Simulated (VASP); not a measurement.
A run of VASP 6.6.1 is set up as follows.

POSCAR

```
Sn
1.0
    0.0000000000      3.2161883918      3.2161883918
    3.2161883918      0.0000000000      3.2161883918
    3.2161883918      3.2161883918      0.0000000000
Sn
2
Direct
    0.0000000000      0.0000000000      0.0000000000
    0.2500000000      0.2500000000      0.2500000000
```

Contents of INCAR.step1:

```
SYSTEM = Sn
PREC = Accurate
ENCUT = 520
ISMEAR = 0
SIGMA = 0.1
LREAL = .FALSE.
LASPH = .TRUE.
NELM = 80
NBANDS = 21
GGA = PE
ALGO = Normal
EDIFF = 1E-4
LWAVE = .TRUE.
LCHARG = .FALSE.
```

The input INCAR.step2:

```
SYSTEM = Sn
PREC = Accurate
ENCUT = 520
EDIFF = 1E-6
ISMEAR = 0
SIGMA = 0.1
LREAL = .FALSE.
LASPH = .TRUE.
NELM = 80
ALGO = Normal
ISIF = 2
LWAVE = .FALSE.
LCHARG = .FALSE.
METAGGA = R2SCAN
LMIXTAU = .TRUE.
NBANDS = 21
ISTART = 1
```

Contents of KPOINTS:

```
Automatic mesh
0
G
  12 12 12
  0 0 0
```

Potentials or basis: VASP PAW PBE potentials, release 64 (Sn_d).

Launch:

```sh
$ cat potpaw_PBE.64/Sn_d/POTCAR > POTCAR
$ cp INCAR.step1 INCAR
$ mpirun -np 1 vasp_std > vasp.out
$ cp INCAR.step2 INCAR
$ mpirun -np 1 vasp_std > vasp.out
```

**Question.** Predict the pressure.

**Answer.** 3.1 GPa.

**Question.** Estimate the band gap on the k mesh.

**Answer.** Zero (filled and empty bands touch).

Caveat: the cell stands under pressure; the PAW data sets were made with another functional, which shifts forces and pressure a little; spin-orbit coupling is left out, which moves the levels of the heavy elements.
